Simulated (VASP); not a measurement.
# TaSiH4: relaxation of cell and atoms with PBE

TaSiH4:

```
CELL_PARAMETERS angstrom
3.07860 0.00000 0.00000
0.00000 3.43731 0.00000
0.00000 0.00000 5.33360
ATOMIC_POSITIONS crystal
Ta 0.50000 0.00000 0.50000
Si 0.00000 0.00000 0.00000
H 0.00000 0.50000 0.66842
H 0.50000 0.50000 0.16513
H 0.50000 0.50000 0.83487
H 0.00000 0.50000 0.33158
```

```
Program                : VASP 6.6.1
Task                   : relaxation of cell and atoms
Functional             : PBE
Potentials or basis    : VASP PAW PBE potentials, release 64 (Ta_pv, Si, H)
Cutoff                 : 600 eV
k mesh                 : 6 × 6 × 4
Occupations            : gaussian, width 0.1 eV
Spin                   : no spin polarisation
Dipole correction      : no
Further INCAR settings : ALGO = Normal; EDIFF = 1e-06; IBRION = 2; EDIFFG = -0.04; NSW = 90; ISIF = 3
```

```
Relaxed volume                         : 7.68 Å³/atom
Relaxed cell                           : a = 3.335 Å, b = 3.038 Å, c = 4.547 Å, α = 90.00°, β = 90.00°, γ = 90.00°
Space group after relaxing (to 0.05 Å) : Pmmm (No. 47)
Energy gained by relaxing              : 409.4 meV/atom
Ionic steps                            : 23
Pressure after relaxing                : 0.0 GPa
Largest force after relaxing           : 0.011 eV/Å
```

Forces on the atoms (eV/Å):
```
Ta   0.000  0.000  0.000
Si   0.000  0.000  0.000
H    0.000  0.000  0.002
H    0.000  0.000 -0.011
H    0.000  0.000  0.011
H    0.000  0.000 -0.002
```

Stress tensor (GPa, compression positive):
```
-0.20  0.00  0.00
 0.00  0.02  0.00
 0.00  0.00  0.24
```

Step by step:
```tsv
step	energy change (eV)	largest force (eV/Å)	pressure (GPa)	volume (Å³)
1	0.0000	0.7101	-24.52	56.44
2	-1.3752	0.7402	-9.31	45.47
3	-1.4902	0.6973	0.36	42.47
4	-1.4910	0.6907	1.58	42.16
5	-1.5959	0.7657	2.28	42.12
6	-1.8753	0.6390	5.32	41.97
7	-2.1010	0.6565	16.47	41.49
8	-2.1335	0.7534	15.78	41.83
9	-2.1797	1.0504	14.35	42.84
10	-2.2406	0.9264	11.65	43.39
11	-2.3618	0.5847	4.52	45.05
12	-2.3687	0.6282	-6.53	48.49
13	-2.4015	0.5480	-1.87	46.87
14	-2.4016	0.5428	-1.56	46.77
15	-2.4147	0.4382	-1.35	46.75
16	-2.4386	0.2207	-0.67	46.70
17	-2.4400	0.2354	-0.33	46.68
18	-2.4401	0.2060	-0.43	46.69
19	-2.4442	0.1829	-0.37	46.61
20	-2.4528	0.1141	-0.24	46.37
21	-2.4547	0.1090	0.15	45.90
22	-2.4564	0.0480	-0.02	46.10
23	-2.4567	0.0113	0.02	46.07
```

Final structure:
```yaml
crystal:
  lattice:
    - [3.33478, 0.00000, 0.00000]
    - [0.00000, 3.03791, 0.00000]
    - [0.00000, 0.00000, 4.54742]
  atoms:
    - { symbol: Ta, position: [0.50000, 0.00000, 0.50000] }
    - { symbol: Si, position: [0.00000, 0.00000, 0.00000] }
    - { symbol: H, position: [0.00000, 0.50000, 0.59792] }
    - { symbol: H, position: [0.50000, 0.50000, 0.22865] }
    - { symbol: H, position: [0.50000, 0.50000, 0.77135] }
    - { symbol: H, position: [0.00000, 0.50000, 0.40208] }
```

Levels at points of the mesh, in eV from the Fermi level:
```
           k point  band 7  band 8  band 9  band 10  band 11  band 12  band 13
(0.00, 0.00, 0.00)   -4.96    0.21    1.27     1.42     1.76     2.49     2.52
(0.50, 0.00, 0.00)   -5.30   -3.60   -2.90     0.23     1.68     3.11     6.04
(0.00, 0.50, 0.00)   -4.37   -2.51   -1.11    -0.50     0.95     1.65     4.05
(0.50, 0.50, 0.00)   -5.40   -4.03   -3.10    -1.19     0.61     3.58     4.68
(0.00, 0.00, 0.50)   -2.98   -1.20   -0.39     0.50     2.52     2.83     3.29
(0.50, 0.00, 0.50)   -6.88   -1.06    0.44     1.12     1.27     1.36     3.33
(0.00, 0.50, 0.50)   -5.14   -1.09   -1.00    -0.48    -0.07     0.11     5.25
(0.50, 0.50, 0.50)   -3.67   -3.47   -1.92    -1.34    -0.17     2.96     3.67
```

It took 9 min on 1 thread of Oxide Virtual Turin-like Processor, on a shared host, peak memory 0.2 GiB.

Caveat: the volume moved by over 15 % at a fixed basis, so the end points are rough; spin-orbit coupling is left out, which moves the levels of the heavy elements.
